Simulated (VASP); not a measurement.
# Al (Im-3m) in VASP: a series of runs

The runs below take Al through single point, with PBE, r2SCAN.

Everything below comes from runs of VASP 6.6.1. Logs are shortened: lines on timing, memory, paths and dates and some standing lists are left out, and cuts for length are marked.

### Step 1. The cell of the first run

It takes space group Im-3m (No. 229, cubic). Conventional cell: a = 3.246 Å, b = 3.246 Å, c = 3.246 Å, α = 90.00°, β = 90.00°, γ = 90.00°. Al (site symmetry m-3m) has 14 Al at 2.81 to 3.25 Å within 3.7 Å.

### Step 2. Single point, PBE

The input, INCAR:

```
  PREC = Accurate
  ENCUT = 520
  EDIFF = 1E-6
  ISMEAR = 0
  SIGMA = 0.05
  LREAL = F
  LASPH = T
  NELM = 80
  ALGO = Normal
  ISIF = 2
  LWAVE = F
  LCHARG = F
  GGA = PE
  NBANDS = 8
```

The input, KPOINTS:

```
regular mesh
0
Gamma
  8 8 8
```

The input, POSCAR:

```
Al
1.0
   -1.6228377646      1.6228377646      1.6228377646
    1.6228377646     -1.6228377646      1.6228377646
    1.6228377646      1.6228377646     -1.6228377646
Al
1
Direct
    0.0000000000      0.0000000000      0.0000000000
```

Potentials or basis: VASP PAW PBE potentials, release 64 (Al).

On the command line:

```bash
> cat potpaw_PBE.64/Al/POTCAR > POTCAR
> mpirun -np 1 vasp_std > vasp.out
```

OUTCAR:

```text
PREC = Accurate
   ENCUT = 520
   EDIFF = 1E-6
   ISMEAR = 0
   LREAL = F
   LASPH = T
   NELM = 80
   ISIF = 2
   GGA = PE

 ion  position               nearest neighbor table
   1  0.000  0.000  0.000-

  LATTYP: Found a body centered cubic cell.
 ALAT       =     3.2456755292

  Lattice vectors:

 A1 = (  -1.6228377646,   1.6228377646,   1.6228377646)
 A2 = (   1.6228377646,  -1.6228377646,   1.6228377646)
 A3 = (   1.6228377646,   1.6228377646,  -1.6228377646)

Analysis of symmetry for initial positions (statically):
=====================================================================
 Subroutine PRICEL returns:
 Original cell was already a primitive cell.

 Routine SETGRP: Setting up the symmetry group for a
 body centered cubic supercell.

 Subroutine GETGRP returns: Found 48 space group operations
 (whereof 48 operations were pure point group operations)
 out of a pool of 48 trial point group operations.

The static configuration has the point symmetry O_h .

Analysis of symmetry for dynamics (positions and initial velocities):
=====================================================================
 Subroutine PRICEL returns:
 Original cell was already a primitive cell.

 Routine SETGRP: Setting up the symmetry group for a
 body centered cubic supercell.

 Subroutine GETGRP returns: Found 48 space group operations
 (whereof 48 operations were pure point group operations)
 out of a pool of 48 trial point group operations.

The dynamic configuration has the point symmetry O_h .

 Subroutine INISYM returns: Found 48 space group operations
 (whereof 48 operations are pure point group operations),
 and found     1 'primitive' translations

----------------------------------------------------------------------------------------

                                     Primitive cell

  volume of cell :      17.0956

  direct lattice vectors                    reciprocal lattice vectors
    -1.622837765  1.622837765  1.622837765     0.000000000  0.308102271  0.308102271
     1.622837765 -1.622837765  1.622837765     0.308102271  0.000000000  0.308102271
     1.622837765  1.622837765 -1.622837765     0.308102271  0.308102271  0.000000000

  length of vectors
     2.810837461  2.810837461  2.810837461     0.435722410  0.435722410  0.435722410

  position of ions in fractional coordinates (direct lattice)
     0.000000000  0.000000000  0.000000000

  ion indices of the primitive-cell ions
   primitive index   ion index
                 1           1

----------------------------------------------------------------------------------------

 KPOINTS: regular mesh

Automatic generation of k-mesh.
 Grid dimensions read from file:
 generate k-points for:    8    8    8

 Generating k-lattice:

  Cartesian coordinates                     Fractional coordinates (reciprocal lattice)
     0.000000000  0.038512784  0.038512784     0.125000000  0.000000000  0.000000000
     0.038512784  0.000000000  0.038512784     0.000000000  0.125000000  0.000000000
     0.038512784  0.038512784  0.000000000     0.000000000  0.000000000  0.125000000

  Length of vectors
     0.054465301  0.054465301  0.054465301

  Shift w.r.t. Gamma in fractional coordinates (k-lattice)
     0.000000000  0.000000000  0.000000000

 Subroutine IBZKPT returns following result:
 ===========================================

 Found     29 irreducible k-points:

 Following reciprocal coordinates:
            Coordinates               Weight
  0.000000  0.000000  0.000000      1.000000
  0.125000  0.000000  0.000000     12.000000
  0.250000  0.000000  0.000000     12.000000
  0.375000  0.000000  0.000000     12.000000
  0.500000  0.000000  0.000000      6.000000
  0.125000  0.125000  0.000000     24.000000
[... 16 lines left out ...]
 -0.250000  0.250000  0.250000      6.000000
 -0.375000  0.375000  0.250000     24.000000
 [... further k-points ...]
   k-points           NKPTS =     29   k-points in BZ     NKDIM =     29   number of bands    NBANDS=      8
   number of dos      NEDOS =    301   number of ions     NIONS =      1
   total plane-waves  NPLWV =  13824
   dimension x,y,z NGX =    24 NGY =   24 NGZ =   24
   dimension x,y,z NGXF=    48 NGYF=   48 NGZF=   48
   ions per type =               1
   NGX,Y,Z   is equivalent  to a cutoff of  14.19, 14.19, 14.19 a.u.
   NGXF,Y,Z  is equivalent  to a cutoff of  28.39, 28.39, 28.39 a.u.
 SYSTEM =  unknown system
   PREC   = accura    normal or accurate (medium, high low for compatibility)
   ISTART =      0    job   : 0-new  1-cont  2-samecut
   ICHARG =      2    charge: 1-file 2-atom 10-const
   ISPIN  =      1    spin polarized calculation?
   LNONCOLLINEAR =      F non collinear calculations
   LSORBIT =      F    spin-orbit coupling
   LASPH  =      T    aspherical Exc in radial PAW
   ENCUT  =  520.0 eV  38.22 Ry    6.18 a.u.   5.23  5.23  5.23*2*pi/ulx,y,z
   NELM   =     80;   NELMIN=  2; NELMDL= -5     # of ELM steps
   EDIFF  = 0.1E-05   stopping-criterion for ELM
   LREAL  =      F    real-space projection
   EDIFFG = 0.1E-04   stopping-criterion for IOM
   NSW    =      0    number of steps for IOM
   IBRION =     -1    ionic relax: 0-MD 1-quasi-New 2-CG
   NFREE  =      0    steps in history (QN), initial steepest desc. (CG)
   ISIF   =      2    stress and relaxation
   ISYM   =      2    0-nonsym 1-usesym 2-fastsym
   POTIM  = 0.5000    time-step for ionic-motion
   TEBEG  =    0.0;   TEEND  =   0.0 temperature during run
   PSTRESS=    0.0 pullay stress
   NELECT =       3.0000    total number of electrons
   NUPDOWN=      -1.0000    fix difference up-down
   EMIN   =  10.00;   EMAX   =-10.00  energy-range for DOS
   EFERMI =   0.00;   METHOD = LEGACY
   ISMEAR =     0;   SIGMA  =   0.05  broadening in eV -4-tet -1-fermi 0-gaus
   EFERMI_NEDOS =   21; number of points for ismear=-14 and -15
   IALGO  =     38    algorithm
   IMIX   =      4    mixing-type and parameters
     AMIX     =   0.40;   BMIX     =  1.00
     AMIX_MAG =   1.60;   BMIX_MAG =  1.00
  volume/ion in A,a.u.               =      17.10       115.37
  Fermi-wavevector in a.u.,A,eV,Ry     =   0.916544  1.732018 11.429622  0.840054
  Thomas-Fermi vector in A             =   2.041412
   LORBIT       =      0    0 simple, 1 ext, 2 COOP (PROOUT), +10 PAW based schemes
   GGA     = PE    functional components
   LHFCALC =     F    Hartree Fock is set to
   AEXX    =    0.0000 exact exchange contribution
   IVDW    =     0    specifies the selected vdW correction
   LEPSILON=     F    determine dielectric tensor
   LRPA    =     F    only Hartree local field effects (RPA)
 non-spin polarized calculation
 Gauss-broadening in eV      SIGMA  =   0.05
  energy-cutoff  :      520.00
  volume of cell :       17.10
 maximum number of plane-waves:       471
 NGX is ok and might be reduce to    24
   NGX = 11   NGY = 11   NGZ = 11

 number of electron       3.0000000 magnetization

 Free energy of the ion-electron system (eV)
  ---------------------------------------------------
  ext. energy  EPLUGINS =         0.00000000
  ---------------------------------------------------
  free energy    TOTEN  =        -3.61329110 eV

  energy without entropy =       -3.61249784  energy(sigma->0) =       -3.61289447

 E-fermi :   7.7496     XC(G=0): -10.0726

 val. band max:        7.6652015360   @ k =   0.2500   0.2500   0.1250
 cond. band min:       7.7889513911   @ k =  -0.3750   0.3750   0.1250
 fundamental gap:      0.1237498551
 Fermi energy:         7.7496235256

 k-point     1 :       0.0000    0.0000    0.0000
  band No.  band energies     occupation
      1      -3.2510      2.00000
      2      20.6915      0.00000
      3      20.6915      0.00000
      4      20.6915      0.00000
      5      21.8281      0.00000
      6      21.8281      0.00000
      7      21.8281      0.00000
      8      23.6832      0.00000

 k-point     2 :       0.1250    0.0000    0.0000
  band No.  band energies     occupation
      1      -2.8121      2.00000
      2      16.8318      0.00000
      3      18.6901      0.00000
      4      19.3127      0.00000
      5      20.5627      0.00000
      6      21.7224      0.00000
      7      23.3043      0.00000
      8      23.8298      0.00000

 k-point     3 :       0.2500    0.0000    0.0000
  band No.  band energies     occupation
      1      -1.5033      2.00000
      2      11.8437      0.00000
      3      16.9361      0.00000
      4      17.4552      0.00000
      5      18.8512      0.00000
      6      20.1806      0.00000
      7      24.8138      0.00000
      8      24.9754      0.00000

 k-point     4 :       0.3750    0.0000    0.0000
  band No.  band energies     occupation
      1       0.6527      2.00000
      2       7.3861      2.00000
      3      15.8838      0.00000
      4      16.2387      0.00000
      5      17.7433      0.00000
      6      19.1350      0.00000
      7      26.4652      0.00000
      8      27.1849      0.00000

 k-point     5 :       0.5000    0.0000    0.0000
  band No.  band energies     occupation
      1       3.4499      2.00000
      2       3.8150      2.00000
      3      15.5340      0.00000
      4      15.8244      0.00000
      5      17.3680      0.00000
      6      18.7638      0.00000
      7      27.9406      0.00000
      8      29.1120      0.00000
[... 177 lines left out ...]
 k-point    22 :       0.2500    0.2500    0.2500
  band No.  band energies     occupation
      1       6.7226      2.00000
      2       6.7226      2.00000
      3       6.7226      2.00000
      4       7.8389      0.01158
      5      29.0816      0.00000
      6      29.0816      0.00000
      7      30.0592      0.00000
      8      30.0592      0.00000

 k-point    23 :      -0.2500    0.2500    0.2500
  band No.  band energies     occupation
      1       0.2244      2.00000
      2      12.5415      0.00000
      3      12.5415      0.00000
      4      14.1915      0.00000
      5      15.3409      0.00000
      6      24.1077      0.00000
      7      25.2235      0.00000
      8      26.1310      0.00000

 k-point    24 :      -0.3750    0.3750    0.2500
  band No.  band energies     occupation
      1       2.3549      2.00000
      2       8.9616      0.00000
      3      11.3814      0.00000
      4      13.4558      0.00000
      5      15.9297      0.00000
      6      21.7792      0.00000
      7      23.8445      0.00000
      8      26.7096      0.00000

 [... further k-points ...]
[... 5 lines left out ...]
  --------------------------------------------------------------------------------------
  -------------------------------------------------------------------------------------
  Total       -0.0049921     -0.0049921     -0.0049921     -0.0000000      0.0000000      0.0000000
  in kB       -0.4678506     -0.4678506     -0.4678506     -0.0000000      0.0000000      0.0000000
  external PRESSURE =      -0.4678506 kB  Pullay stress =       0.0000000 kB

 VOLUME and BASIS-vectors are now :
 -----------------------------------------------------------------------------
  energy-cutoff  :      520.00
  volume of cell :       17.10
      direct lattice vectors                 reciprocal lattice vectors
    -1.622837765  1.622837765  1.622837765     0.000000000  0.308102271  0.308102271
     1.622837765 -1.622837765  1.622837765     0.308102271  0.000000000  0.308102271
     1.622837765  1.622837765 -1.622837765     0.308102271  0.308102271  0.000000000

 POSITION                                       TOTAL-FORCE (eV/Angst)
 -----------------------------------------------------------------------------------
      0.00000      0.00000      0.00000         0.000000      0.000000      0.000000
 -----------------------------------------------------------------------------------
    total drift:                                0.000000      0.000000      0.000000

  FREE ENERGIE OF THE ION-ELECTRON SYSTEM (eV)
  ---------------------------------------------------
  free  energy   TOTEN  =        -3.6132911016 eV

  energy  without entropy=       -3.6124978430  energy(sigma->0) =       -3.61289447
```

Wall time 2.1 s (1 thread of Intel Xeon 6975P-C (Granite Rapids), shared host); peak memory 0.12 GiB.

What came out:

```
Free energy : -3.6133 eV
Pressure    : 0.0 GPa
```

Levels at points of the mesh, in eV from the Fermi level:
```csv
k point,band 1,band 2,band 3,band 4,band 5,band 6
"(0.00, 0.00, 0.00)",-11.00,12.94,12.94,12.94,14.08,14.08
"(0.50, 0.00, 0.00)",-4.30,-3.93,7.78,8.07,9.62,11.01
"(0.50, 0.50, 0.50)",1.70,1.70,1.70,2.93,2.93,5.06
```

### Step 3. Single point, r2SCAN

This run uses another cell than the first one, of 16.22 Å³/atom, 0.949 times its volume.

The input, POSCAR:

```
Al
1.0
   -1.5946283023      1.5946283023      1.5946283023
    1.5946283023     -1.5946283023      1.5946283023
    1.5946283023      1.5946283023     -1.5946283023
Al
1
Direct
    0.0000000000      0.0000000000      0.0000000000
```

The input, INCAR.step1:

```
SYSTEM = Al
  PREC = Accurate
  ENCUT = 520
  ISMEAR = 0
  SIGMA = 0.05
  LREAL = .FALSE.
  LASPH = .TRUE.
  NELM = 80
  NBANDS = 8
  GGA = PE
  ALGO = Normal
  EDIFF = 1E-4
  LWAVE = .TRUE.
  LCHARG = .FALSE.
```

The input, INCAR.step2:

```
SYSTEM = Al
  PREC = Accurate
  ENCUT = 520
  EDIFF = 1E-7
  ISMEAR = 0
  SIGMA = 0.05
  LREAL = .FALSE.
  LASPH = .TRUE.
  NELM = 80
  ALGO = Normal
  ISIF = 2
  LWAVE = .FALSE.
  LCHARG = .FALSE.
  METAGGA = R2SCAN
  LMIXTAU = .TRUE.
  NBANDS = 8
  ISTART = 1
```

The input, KPOINTS:

```
Automatic mesh
0
G
  18 18 18
  0 0 0
```

Potentials or basis: VASP PAW PBE potentials, release 64 (Al).

On the command line:

```bash
> cat potpaw_PBE.64/Al/POTCAR > POTCAR
> cp INCAR.step1 INCAR
> mpirun -np 1 vasp_std > vasp.out
> cp INCAR.step2 INCAR
> mpirun -np 1 vasp_std > vasp.out
```

Wall time 27 s (1 thread of Intel Xeon 6975P-C (Granite Rapids), shared host); peak memory 0.14 GiB.

The run converged. Its results:

| Quantity | Value |
| --- | --- |
| Free energy | -6.6251 eV |
| Pressure | -0.4 GPa |

Levels at points of the mesh, in eV from the Fermi level:
```tsv
k point	band 1	band 2	band 3	band 4
(0.00, 0.00, 0.00)	-12.01	14.12	14.12	14.12
(0.50, 0.00, 0.00)	-4.81	-4.05	8.69	8.93
(0.50, 0.50, 0.50)	2.01	2.01	2.01	2.91
```

Caveat: the PAW data sets were made with another functional, which shifts forces and pressure a little.

### Step 4. Single point, r2SCAN

This run uses another cell than the first one, of 16.66 Å³/atom, 0.975 times its volume.

The input, POSCAR:

```
Al
1.0
   -1.6089708909      1.6089708909      1.6089708909
    1.6089708909     -1.6089708909      1.6089708909
    1.6089708909      1.6089708909     -1.6089708909
Al
1
Direct
    0.0000000000      0.0000000000      0.0000000000
```

The input, INCAR.step1:

```
SYSTEM = Al
PREC = Accurate
ENCUT = 520
ISMEAR = 0
SIGMA = 0.05
LREAL = .FALSE.
LASPH = .TRUE.
NELM = 60
NBANDS = 8
GGA = PE
ALGO = Normal
EDIFF = 1E-4
LWAVE = .TRUE.
LCHARG = .FALSE.
```

The input, INCAR.step2:

```
SYSTEM = Al
PREC = Accurate
ENCUT = 520
EDIFF = 1E-6
ISMEAR = 0
SIGMA = 0.05
LREAL = .FALSE.
LASPH = .TRUE.
NELM = 60
ALGO = Normal
ISIF = 2
LWAVE = .FALSE.
LCHARG = .TRUE.
METAGGA = R2SCAN
LMIXTAU = .TRUE.
LELF = .TRUE.
LVHAR = .TRUE.
NBANDS = 8
ISTART = 1
```

KPOINTS is that of step 3.

On the command line:

```bash
> cat potpaw_PBE.64/Al/POTCAR > POTCAR
> cp INCAR.step1 INCAR
> mpirun -np 1 vasp_std > vasp.out
> cp INCAR.step2 INCAR
> mpirun -np 1 vasp_std > vasp.out
```

Run time: 22 s. Hardware: 1 thread of Intel Xeon 6975P-C (Granite Rapids), shared host; peak memory 0.15 GiB.

The run converged. Its results:

```yaml
Free_energy: -6.6212 eV
Pressure: -2.4 GPa
```

Levels at points of the mesh, in eV from the Fermi level:
```tsv
k point	band 1	band 2	band 3	band 4
(0.00, 0.00, 0.00)	-11.82	13.95	13.95	13.95
(0.50, 0.00, 0.00)	-4.70	-4.02	8.63	8.72
(0.50, 0.50, 0.50)	1.96	1.96	1.96	2.96
```

Caveat: the PAW data sets were made with another functional, which shifts forces and pressure a little.

### Step 5. Single point, r2SCAN

The input, POSCAR:

```
Al
1.0
   -1.6228377646      1.6228377646      1.6228377646
    1.6228377646     -1.6228377646      1.6228377646
    1.6228377646      1.6228377646     -1.6228377646
Al
1
Direct
    0.0000000000      0.0000000000      0.0000000000
```

The input, INCAR.step1:

```
ALGO = Normal
EDIFF = 1E-4
ENCUT = 520
GGA = PE
ISMEAR = 0
LASPH = True
LCHARG = False
LREAL = False
LWAVE = True
NBANDS = 8
NELM = 80
PREC = Accurate
SIGMA = 0.05
```

The input, INCAR.step2:

```
ALGO = Normal
EDIFF = 1E-7
ENCUT = 520
ISIF = 2
ISMEAR = 0
ISTART = 1
LASPH = True
LCHARG = False
LMIXTAU = True
LREAL = False
LWAVE = False
METAGGA = R2SCAN
NBANDS = 8
NELM = 80
PREC = Accurate
SIGMA = 0.05
```

The input, KPOINTS:

```
k-points
0
Gamma
  18 18 18
```

On the command line:

```bash
> cat potpaw_PBE.64/Al/POTCAR > POTCAR
> cp INCAR.step1 INCAR
> mpirun -np 1 vasp_std > vasp.out
> cp INCAR.step2 INCAR
> mpirun -np 1 vasp_std > vasp.out
```

Wall time 27 s (1 thread of Intel Xeon 6975P-C (Granite Rapids), shared host); peak memory 0.14 GiB.

Results (log left out):

- Free energy: -6.6124 eV
- Pressure: -4.1 GPa

Levels at points of the mesh, in eV from the Fermi level:
| k point | band 1 | band 2 | band 3 | band 4 | band 5 | band 6 |
| --- | --- | --- | --- | --- | --- | --- |
| (0.00, 0.00, 0.00) | -11.63 | 13.80 | 13.80 | 13.80 | 15.35 | 15.35 |
| (0.50, 0.00, 0.00) | -4.60 | -3.99 | 8.52 | 8.58 | 10.36 | 11.93 |
| (0.50, 0.50, 0.50) | 1.92 | 1.92 | 1.92 | 3.01 | 3.01 | 6.01 |

Caveat: the PAW data sets were made with another functional, which shifts forces and pressure a little.

### Step 6. Overview

```tsv
level	cell	k mesh	gap on the mesh (eV)	pressure (GPa)
PBE	a = 2.811 Å, angles 109.5°, 1 atom	8 × 8 × 8	none	0.0
r2SCAN	a = 2.762 Å, angles 109.5°, 1 atom	18 × 18 × 18	none	-0.4
r2SCAN	a = 2.787 Å, angles 109.5°, 1 atom	18 × 18 × 18	none	-2.4
r2SCAN	a = 2.811 Å, angles 109.5°, 1 atom	18 × 18 × 18	none	-4.1
```

Alike in all rows: task single point; potentials or basis VASP PAW PBE potentials, release 64 (Al); no spin polarisation; cutoff (eV) 520; smearing gaussian 0.05 eV.

Caveats: the PAW data sets were made with another functional, which shifts forces and pressure a little (some runs).

Total energies depend on the potentials used, so only differences within one code and one set of settings carry meaning.
